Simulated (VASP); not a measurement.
Wanted: the native input for a VASP 6.6.1 run.

```yaml
Task: single point
Functional: PBE
Potentials_or_basis: VASP PAW PBE potentials, release 64 (Al, N)
Cutoff: 520 eV
k_mesh: 10 × 10 × 10
Occupations: gaussian, width 0.02 eV
Spin: no spin polarisation
Dipole_correction: no
Further_INCAR_settings: ALGO = Normal; EDIFF = 1e-06; NBANDS = 11
```

The structure of AlN lies in POSCAR:

```
AlN
1.0
    0.0000000000      2.0147034397      2.0147034397
    2.0147034397      0.0000000000      2.0147034397
    2.0147034397      2.0147034397      0.0000000000
Al N
1 1
Direct
    0.5000000000      0.5000000000      0.5000000000
    0.0000000000      0.0000000000      0.0000000000
```

This cell differs from its parent crystal: volume scaled by 0.97.

One way to write it, as run:

INCAR

```
SYSTEM = AlN
  PREC = Accurate
  ENCUT = 520
  EDIFF = 1E-6
  ISMEAR = 0
  SIGMA = 0.02
  LREAL = .False.
  LASPH = .True.
  NELM = 80
  ALGO = Normal
  ISIF = 2
  LWAVE = .False.
  LCHARG = .True.
  GGA = PE
  LELF = .True.
  LVHAR = .True.
  NBANDS = 11
```

KPOINTS

```
regular mesh
0
Gamma
  10 10 10
  0 0 0
```

Potentials or basis: VASP PAW PBE potentials, release 64 (Al, N).

Run with:

```console
$ cat potpaw_PBE.64/Al/POTCAR potpaw_PBE.64/N/POTCAR > POTCAR
$ mpirun -np 1 vasp_std > vasp.out
```

It gave:

```yaml
Pressure: 7.9 GPa
Band_gap_on_the_k_mesh: 4.71 eV, indirect (least direct gap 5.83 eV)
```

Run time: 10 s on 1 thread of Intel(R) Xeon(R) Platinum 8259CL CPU @ 2.50GHz (Skylake/Cascade Lake), with other jobs on the host, peak memory 0.14 GiB.
